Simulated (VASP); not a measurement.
The system is GaAs.

```xyz
2
Lattice="0.0000 2.7039 2.8331 2.7039 0.0000 2.8331 2.7039 2.7039 0.0000" Properties=species:S:1:pos:R:3 pbc="T T T"
Ga    0.0000    0.0000    0.0000
As    1.3519    1.3519    1.4165
```

This cell differs from its parent crystal: biaxial xy strain -4.6%.

Base run:

```yaml
Program: VASP 6.6.1
Functional: PBE
Potentials_or_basis: VASP PAW PBE potentials, release 64 (Ga_d, As)
Cutoff: 520 eV
k_mesh: 8 × 8 × 8
Occupations: fermi-dirac, width 0.02 eV
Spin: no spin polarisation
```

Its results: band gap on the k mesh 1.07 eV, direct; pressure 11.4 GPa.

**Question.** The run is repeated on the same cell with these changes: functional from PBE to r2SCAN; occupations from fermi-dirac, width 0.02 eV to gaussian, width 0.01 eV. What comes out?

**Answer.** Band gap on the k mesh 1.37 eV, indirect (least direct gap 1.59 eV); pressure 8.5 GPa.

Caveats: the PAW data sets were made with another functional, which shifts forces and pressure a little (some runs).

A k mesh can miss the band edges.
